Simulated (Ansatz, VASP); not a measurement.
One calculation of Sn, two programs

INCAR

```
PREC = Accurate
ENCUT = 520
EDIFF = 1E-8
ISMEAR = -1
SIGMA = 0.05
LREAL = F
LASPH = T
NELM = 100
ALGO = Normal
ISIF = 2
LWAVE = F
LCHARG = F
GGA = PS
LEFG = T
NBANDS = 21
```

File KPOINTS:

```
regular mesh
0
Gamma
  11 11 11
```

Contents of POSCAR:

```
Sn
1.0
    0.0000000000      3.1793446744      3.1793446744
    3.1793446744      0.0000000000      3.1793446744
    3.1793446744      3.1793446744      0.0000000000
Sn
2
Direct
    0.5000000000      0.5000000000      0.5000000000
    0.7500000000      0.7500000000      0.7500000000
```

Input for Ansatz:

```yaml
crystal:
  lattice:
    - [0.0, 3.1793446744, 3.1793446744]
    - [3.1793446744, 0.0, 3.1793446744]
    - [3.1793446744, 3.1793446744, 0.0]
  atoms:
    - { symbol: Sn, position: [0.5, 0.5, 0.5] }
    - { symbol: Sn, position: [0.75, 0.75, 0.75] }
kpoints:
  mp_grid: { grid: [11, 11, 11] }
scf:
  occupations: { method: fermi_dirac, width: 0.05 }
hamiltonian:
  xc: pbesol
  pseudopotentials: { kind: all_electron, datasets: crystal }
output:
  forces: true
  stress: true
  eigenvalues: true
  efg: { contact_densities: true }
```

Change from the starting cell: volume scaled by 0.94, crystal datasets.

Alike in both runs: task electric field gradients; functional PBEsol; k mesh 11 × 11 × 11; occupations fermi-dirac, width 0.05 eV; no spin polarisation.

|  | VASP | Ansatz |
| --- | --- | --- |
| version | VASP 6.6.1 | Ansatz 0.2.0 |
| potentials or method | VASP PAW PBE potentials, release 64 (Sn_d), cutoff 520 eV | all-electron PAW with datasets made for the crystal, scalar-relativistic |

```csv
,VASP,Ansatz,Ansatz less VASP
pressure (GPa),4.2,4.3,+0.07
```

VASP's potentials were made for PBE, not for PBEsol. Ansatz ran all-electron here, and VASP with PAW potentials.
